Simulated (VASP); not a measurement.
Set up this calculation in VASP 6.6.1, as the native input.

| Item | Value |
| --- | --- |
| Task | single point |
| Functional | r2SCAN |
| Potentials or basis | VASP PAW PBE potentials, release 64 (Ir, O) |
| Cutoff | 520 eV |
| k mesh | 11 × 11 × 1 |
| Occupations | gaussian, width 0.1 eV |
| Spin | no spin polarisation |
| Dipole correction | yes |
| Further INCAR settings | ALGO = Normal; EDIFF = 1e-06; NBANDS = 29 |

Ir4O, a slab with vacuum:

```
Ir O
1.0
     2.71828    0.00000    0.00000
     0.00000    2.71828    0.00000
     0.00000    0.00000   24.76634
Ir O
4 1
Direct
  0.50000 0.50000 0.34321
  0.00000 0.00000 0.42082
  0.50000 0.50000 0.49916
  0.00000 0.00000 0.57729
  0.00000 0.00000 0.64690
```

One way to write it, as run:

POSCAR

```
Ir4O
1.0
    2.7182807111      0.0000000000      0.0000000000
    0.0000000000      2.7182807111      0.0000000000
    0.0000000000      0.0000000000     24.7663441720
Ir O
4 1
Direct
    0.5000000000      0.5000000000      0.3432076991
    0.0000000000      0.0000000000      0.4208176488
    0.5000000000      0.5000000000      0.4991603351
    0.0000000000      0.0000000000      0.5772856926
    0.0000000000      0.0000000000      0.6468986707
```

INCAR.step1

```
SYSTEM = Ir4O
ALGO     = Normal         ! electronic algorithm
DIPOL    = 0.5 0.5 0.497
EDIFF    = 1E-4           ! SCF threshold, eV
ENCUT    = 520            ! plane-wave cutoff, eV
GGA      = PE             ! functional
IDIPOL   = 3            
ISMEAR   = 0              ! smearing method
LASPH    = .TRUE.         ! aspherical terms in the spheres
LCHARG   = .FALSE.        ! write CHGCAR
LDIPOL   = .TRUE.       
LREAL    = .FALSE.        ! projectors in reciprocal space
LWAVE    = .TRUE.         ! write WAVECAR
NBANDS   = 29             ! bands
NELM     = 60             ! most SCF steps
PREC     = Accurate       ! precision mode
SIGMA    = 0.1            ! smearing width, eV
```

INCAR.step2

```
SYSTEM = Ir4O
ALGO     = Normal         ! electronic algorithm
DIPOL    = 0.5 0.5 0.497
EDIFF    = 1E-6           ! SCF threshold, eV
ENCUT    = 520            ! plane-wave cutoff, eV
IDIPOL   = 3            
ISIF     = 2              ! what is computed and relaxed
ISMEAR   = 0              ! smearing method
ISTART   = 1            
LASPH    = .TRUE.         ! aspherical terms in the spheres
LCHARG   = .TRUE.         ! write CHGCAR
LDIPOL   = .TRUE.       
LELF     = .TRUE.         ! ELF
LMIXTAU  = .TRUE.       
LREAL    = .FALSE.        ! projectors in reciprocal space
LVACPOTAV= .TRUE.       
LVHAR    = .TRUE.       
LWAVE    = .FALSE.        ! write WAVECAR
METAGGA  = R2SCAN         ! meta-GGA
NBANDS   = 29             ! bands
NELM     = 60             ! most SCF steps
PREC     = Accurate       ! precision mode
SIGMA    = 0.1            ! smearing width, eV
```

KPOINTS

```
k-points
0
G
  11 11 1
  0 0 0
```

Potentials or basis: VASP PAW PBE potentials, release 64 (Ir, O).

Launch:

```sh
$ cat potpaw_PBE.64/Ir/POTCAR potpaw_PBE.64/O/POTCAR > POTCAR
$ cp INCAR.step1 INCAR
$ mpirun -np 1 vasp_std > vasp.out
$ cp INCAR.step2 INCAR
$ mpirun -np 1 vasp_std > vasp.out
```

It gave:

| Item | Value |
| --- | --- |
| Largest force | 1.332 eV/Å |
| Band gap on the k mesh | zero (bands 21 and 22 overlap by 1.92 eV) |

Caveat: the PAW data sets were made with another functional, which shifts forces and pressure a little; spin-orbit coupling is left out, which moves the levels of the heavy elements.

It took 6.3 min on 1 thread of Intel(R) Xeon(R) 6975P-C (Granite Rapids), on a shared host, peak memory 0.35 GiB.
